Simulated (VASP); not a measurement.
# MgO (P6_3mc) in VASP: a series of runs, part 3 of 3

VASP 6.6.1. Earlier steps stand in the parts before.

## (4) Single point, PBEsol

This run uses another cell than the first one, of 10.43 Å³/atom, 1.005 times its volume.

Input file INCAR:

```
PREC = Accurate ; ENCUT = 520
EDIFF = 1E-7 ; ISMEAR = 0
SIGMA = 0.05 ; LREAL = F
LASPH = T ; NELM = 60
ALGO = Normal ; ISIF = 2
LWAVE = F ; LCHARG = T
GGA = PS ; LELF = T
LVHAR = T ; NBANDS = 16
```

Input file KPOINTS:

```
regular mesh
0
Gamma
  9 9 6
```

Input file POSCAR:

```
MgO
1.0
    3.1300000000      0.0000000000      0.0000000000
   -1.5650000000      2.7106595138      0.0000000000
    0.0000000000      0.0000000000      4.9190000000
Mg O
2 2
Direct
    0.3333333333      0.6666666667      0.0036583380
    0.6666666667      0.3333333333      0.5036583380
    0.3333333333      0.6666666667      0.4009416620
    0.6666666667      0.3333333333      0.9009416620
```

Potentials or basis: VASP PAW PBE potentials, release 64 (Mg, O).

The run is started by

```
> cat potpaw_PBE.64/Mg/POTCAR potpaw_PBE.64/O/POTCAR > POTCAR
> mpirun -np 1 vasp_std > vasp.out
```

OUTCAR:

```text
PREC = Accurate
   ENCUT = 520
   EDIFF = 1E-7
   ISMEAR = 0
   LREAL = F
   LASPH = T
   NELM = 60
   ISIF = 2
   GGA = PS

 ion  position               nearest neighbor table
   1  0.333  0.667  0.004-   4 1.88   4 1.88   4 1.88   3 1.95   2 3.05   2 3.05   2 3.05   2 3.05
                             2 3.05   2 3.05
   2  0.667  0.333  0.504-   3 1.88   3 1.88   3 1.88   4 1.95   1 3.05   1 3.05   1 3.05   1 3.05
                             1 3.05   1 3.05
   3  0.333  0.667  0.401-   2 1.88   2 1.88   2 1.88   1 1.95
   4  0.667  0.333  0.901-   1 1.88   1 1.88   1 1.88   2 1.95

  LATTYP: Found a hexagonal cell.
 ALAT       =     3.1300000000
 C/A-ratio  =     1.5715654952

  Lattice vectors:

 A1 = (   3.1300000000,   0.0000000000,   0.0000000000)
 A2 = (  -1.5650000000,   2.7106595138,   0.0000000000)
 A3 = (   0.0000000000,   0.0000000000,   4.9190000000)

Analysis of symmetry for initial positions (statically):
=====================================================================
 Subroutine PRICEL returns:
 Original cell was already a primitive cell.

 Routine SETGRP: Setting up the symmetry group for a
 hexagonal supercell.

 Subroutine GETGRP returns: Found 12 space group operations
 (whereof  6 operations were pure point group operations)
 out of a pool of 24 trial point group operations.

The static configuration has the point symmetry C_3v.
 The point group associated with its full space group is C_6v.

Analysis of symmetry for dynamics (positions and initial velocities):
=====================================================================
 Subroutine PRICEL returns:
 Original cell was already a primitive cell.

 Routine SETGRP: Setting up the symmetry group for a
 hexagonal supercell.

 Subroutine GETGRP returns: Found 12 space group operations
 (whereof  6 operations were pure point group operations)
 out of a pool of 24 trial point group operations.

The dynamic configuration has the point symmetry C_3v.
 The point group associated with its full space group is C_6v.

 Subroutine INISYM returns: Found 12 space group operations
 (whereof  6 operations are pure point group operations),
 and found     1 'primitive' translations

----------------------------------------------------------------------------------------

                                     Primitive cell

  volume of cell :      41.7346

  direct lattice vectors                    reciprocal lattice vectors
     3.130000000  0.000000000  0.000000000     0.319488818  0.184456955  0.000000000
    -1.565000000  2.710659514  0.000000000     0.000000000  0.368913910  0.000000000
     0.000000000  0.000000000  4.919000000     0.000000000  0.000000000  0.203293352

  length of vectors
     3.130000000  3.130000000  4.919000000     0.368913910  0.368913910  0.203293352

  position of ions in fractional coordinates (direct lattice)
     0.333333333  0.666666667  0.003658338
     0.666666667  0.333333333  0.503658338
     0.333333333  0.666666667  0.400941662
     0.666666667  0.333333333  0.900941662

  ion indices of the primitive-cell ions
   primitive index   ion index
                 1           1
                 2           2
                 3           3
                 4           4

----------------------------------------------------------------------------------------

 KPOINTS: regular mesh

Automatic generation of k-mesh.
 Grid dimensions read from file:
 generate k-points for:    9    9    6

 Generating k-lattice:

  Cartesian coordinates                     Fractional coordinates (reciprocal lattice)
     0.035498758  0.020495217  0.000000000     0.111111111  0.000000000  0.000000000
     0.000000000  0.040990434  0.000000000     0.000000000  0.111111111  0.000000000
     0.000000000  0.000000000  0.033882225     0.000000000  0.000000000  0.166666667

  Length of vectors
     0.040990434  0.040990434  0.033882225

  Shift w.r.t. Gamma in fractional coordinates (k-lattice)
     0.000000000  0.000000000  0.000000000

 Subroutine IBZKPT returns following result:
 ===========================================

 Found     48 irreducible k-points:

 Following reciprocal coordinates:
            Coordinates               Weight
  0.000000  0.000000  0.000000      1.000000
  0.111111  0.000000  0.000000      6.000000
  0.222222  0.000000  0.000000      6.000000
  0.333333  0.000000  0.000000      6.000000
  0.444444  0.000000  0.000000      6.000000
  0.111111  0.111111  0.000000      6.000000
[... 16 lines left out ...]
  0.333333  0.222222  0.166667     24.000000
  0.333333  0.333333  0.166667      4.000000
 [... further k-points ...]
   k-points           NKPTS =     48   k-points in BZ     NKDIM =     48   number of bands    NBANDS=     16
   number of dos      NEDOS =    301   number of ions     NIONS =      4
   total plane-waves  NPLWV =  23040
   dimension x,y,z NGX =    24 NGY =   24 NGZ =   40
   dimension x,y,z NGXF=    48 NGYF=   48 NGZF=   80
   ions per type =               2   2
   NGX,Y,Z   is equivalent  to a cutoff of  12.75, 12.75, 13.52 a.u.
   NGXF,Y,Z  is equivalent  to a cutoff of  25.49, 25.49, 27.04 a.u.
 SYSTEM =  unknown system
   PREC   = accura    normal or accurate (medium, high low for compatibility)
   ISTART =      0    job   : 0-new  1-cont  2-samecut
   ICHARG =      2    charge: 1-file 2-atom 10-const
   ISPIN  =      1    spin polarized calculation?
   LNONCOLLINEAR =      F non collinear calculations
   LSORBIT =      F    spin-orbit coupling
   LASPH  =      T    aspherical Exc in radial PAW
   ENCUT  =  520.0 eV  38.22 Ry    6.18 a.u.   5.82  5.82  9.15*2*pi/ulx,y,z
   NELM   =     60;   NELMIN=  2; NELMDL= -5     # of ELM steps
   EDIFF  = 0.1E-06   stopping-criterion for ELM
   LREAL  =      F    real-space projection
   EDIFFG = 0.1E-05   stopping-criterion for IOM
   NSW    =      0    number of steps for IOM
   IBRION =     -1    ionic relax: 0-MD 1-quasi-New 2-CG
   NFREE  =      0    steps in history (QN), initial steepest desc. (CG)
   ISIF   =      2    stress and relaxation
   ISYM   =      2    0-nonsym 1-usesym 2-fastsym
   POTIM  = 0.5000    time-step for ionic-motion
   TEBEG  =    0.0;   TEEND  =   0.0 temperature during run
   PSTRESS=    0.0 pullay stress
   NELECT =      16.0000    total number of electrons
   NUPDOWN=      -1.0000    fix difference up-down
   EMIN   =  10.00;   EMAX   =-10.00  energy-range for DOS
   EFERMI =   0.00;   METHOD = LEGACY
   ISMEAR =     0;   SIGMA  =   0.05  broadening in eV -4-tet -1-fermi 0-gaus
   EFERMI_NEDOS =   21; number of points for ismear=-14 and -15
   IALGO  =     38    algorithm
   IMIX   =      4    mixing-type and parameters
     AMIX     =   0.40;   BMIX     =  1.00
     AMIX_MAG =   1.60;   BMIX_MAG =  1.00
  volume/ion in A,a.u.               =      10.43        70.41
  Fermi-wavevector in a.u.,A,eV,Ry     =   1.189276  2.247406 19.243784  1.414378
  Thomas-Fermi vector in A             =   2.325387
   LORBIT       =      0    0 simple, 1 ext, 2 COOP (PROOUT), +10 PAW based schemes
   GGA     = PS    functional components
   LHFCALC =     F    Hartree Fock is set to
   AEXX    =    0.0000 exact exchange contribution
   IVDW    =     0    specifies the selected vdW correction
   LEPSILON=     F    determine dielectric tensor
   LRPA    =     F    only Hartree local field effects (RPA)
 non-spin polarized calculation
 Gauss-broadening in eV      SIGMA  =   0.05
  energy-cutoff  :      520.00
  volume of cell :       41.73
 maximum number of plane-waves:      1140
 NGX is ok and might be reduce to    24
   NGX = 11   NGY = 11   NGZ = 19

 number of electron      15.9999990 magnetization

 Free energy of the ion-electron system (eV)
  ---------------------------------------------------
  ext. energy  EPLUGINS =         0.00000000
  ---------------------------------------------------
  free energy    TOTEN  =       -24.18337015 eV

  energy without entropy =      -24.18337015  energy(sigma->0) =      -24.18337015

 E-fermi :   1.9121     XC(G=0): -10.5336

 val. band max:        1.6406460587   @ k =   0.0000   0.0000   0.0000
 cond. band min:       5.8013252043   @ k =   0.0000   0.0000   0.0000
 fundamental gap:      4.1606791456
 Fermi energy:         1.9121314879

 k-point     1 :       0.0000    0.0000    0.0000
  band No.  band energies     occupation
      1     -14.8808      2.00000
      2     -13.9044      2.00000
      3      -2.0624      2.00000
      4       0.9819      2.00000
      5       0.9819      2.00000
      6       1.2740      2.00000
[... 433 lines left out ...]
      3      -1.3016      2.00000
      4      -0.6610      2.00000
      5      -0.6610      2.00000
      6       0.0253      2.00000
[... 8 lines left out ...]
     15      16.0926      0.00000
     16      21.0608      0.00000

 [... further k-points ...]
[... 5 lines left out ...]
  --------------------------------------------------------------------------------------
  -------------------------------------------------------------------------------------
  Total        6.5838041      6.5838041      3.1992566      0.0000000      0.0000000      0.0000000
  in kB      252.7501105    252.7501105    122.8184265      0.0000000      0.0000000      0.0000000
  external PRESSURE =     209.4395492 kB  Pullay stress =       0.0000000 kB

 VOLUME and BASIS-vectors are now :
 -----------------------------------------------------------------------------
  energy-cutoff  :      520.00
  volume of cell :       41.73
      direct lattice vectors                 reciprocal lattice vectors
     3.130000000  0.000000000  0.000000000     0.319488818  0.184456955  0.000000000
    -1.565000000  2.710659514  0.000000000     0.000000000  0.368913910  0.000000000
     0.000000000  0.000000000  4.919000000     0.000000000  0.000000000  0.203293352

 POSITION                                       TOTAL-FORCE (eV/Angst)
 -----------------------------------------------------------------------------------
     -0.00000      1.80711      0.01800         0.000000     -0.000000      0.401019
      1.56500      0.90355      2.47750        -0.000000      0.000000      0.401019
     -0.00000      1.80711      1.97223         0.000000     -0.000000     -0.401019
      1.56500      0.90355      4.43173        -0.000000      0.000000     -0.401019
 -----------------------------------------------------------------------------------
    total drift:                               -0.000000     -0.000000      0.000108

  FREE ENERGIE OF THE ION-ELECTRON SYSTEM (eV)
  ---------------------------------------------------
  free  energy   TOTEN  =       -24.1833701501 eV

  energy  without entropy=      -24.1833701501  energy(sigma->0) =      -24.18337015
```

Wall time 16 s (1 thread of AMD EPYC 9R45 (Zen 5), shared host); peak memory 0.14 GiB.

Results:

| Quantity | Value |
| --- | --- |
| Free energy | -24.1834 eV |
| Pressure | 20.9 GPa |
| Largest force | 0.401 eV/Å |
| Band gap on the k mesh | 4.16 eV, direct |

Forces in eV/Å, atoms in the order of the input:
```
Mg   0.000  0.000  0.401
Mg   0.000  0.000  0.401
O    0.000  0.000 -0.401
O    0.000  0.000 -0.401
```

Stress tensor (GPa, compression positive):
```
25.28  0.00  0.00
 0.00 25.28  0.00
 0.00  0.00 12.28
```

Caveat: the PAW data sets were made with another functional, which shifts forces and pressure a little. A k mesh can miss the band edges.

## (5) Summary

| cell | gap on the mesh (eV) | pressure (GPa) | largest force (eV/Å) |
| --- | --- | --- | --- |
| a = 3.188, b = 3.188, c = 4.718 Å, angles 90.0, 90.0, 120.0°, 4 atoms | 4.06 | 20.8 | 0.62 |
| a = 3.072, b = 3.072, c = 5.120 Å, angles 90.0, 90.0, 120.0°, 4 atoms | 4.26 | 23.1 | 1.13 |
| a = 3.130, b = 3.130, c = 4.919 Å, angles 90.0, 90.0, 120.0°, 4 atoms | 4.16 | 20.9 | 0.40 |

Alike in all rows: task single point; level PBEsol; potentials or basis VASP PAW PBE potentials, release 64 (Mg, O); no spin polarisation; k mesh 9 × 9 × 6; cutoff (eV) 520; smearing gaussian 0.05 eV.

Caveats: the PAW data sets were made with another functional, which shifts forces and pressure a little.

Total energies depend on the potentials used, so only differences within one code and one set of settings carry meaning.
